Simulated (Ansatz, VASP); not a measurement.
## One calculation of MgSe, two programs

```
CELL_PARAMETERS angstrom
0.00000 2.75441 2.75441
2.75441 0.00000 2.75441
2.75441 2.75441 0.00000
ATOMIC_POSITIONS crystal
Mg 0.00000 0.00000 0.00000
Se 0.50000 0.50000 0.50000
```

Alike in both runs: functional PBE; k mesh 8 × 8 × 8; occupations gaussian, width 0.02 eV; no spin polarisation.

Ansatz relaxed the structure, and its values are those at the end. VASP's run is a single point on that final structure, the one shown.

|  | VASP | Ansatz |
| --- | --- | --- |
| version | VASP 6.6.1 | Ansatz 0.2.0 |
| potentials or method | VASP PAW PBE potentials, release 64 (Mg, Se), cutoff 600 eV | scalar-relativistic, plane waves, PAW |
| valence electrons in the cell | 8 | 26 |

```tsv
	VASP	Ansatz	Ansatz less VASP
gap on the k mesh at the Fermi level (eV)	1.75	1.77	+0.023
least direct gap on the mesh (eV)	2.39	2.40	+0.011
pressure (GPa)	-0.1	0.0	+0.12
```

The functional is the same, so the differences come from potentials, cutoffs and numerics. VASP's potentials hold 8 valence electrons a cell and Ansatz's 26, so a difference there can come from the potentials and not from the codes.
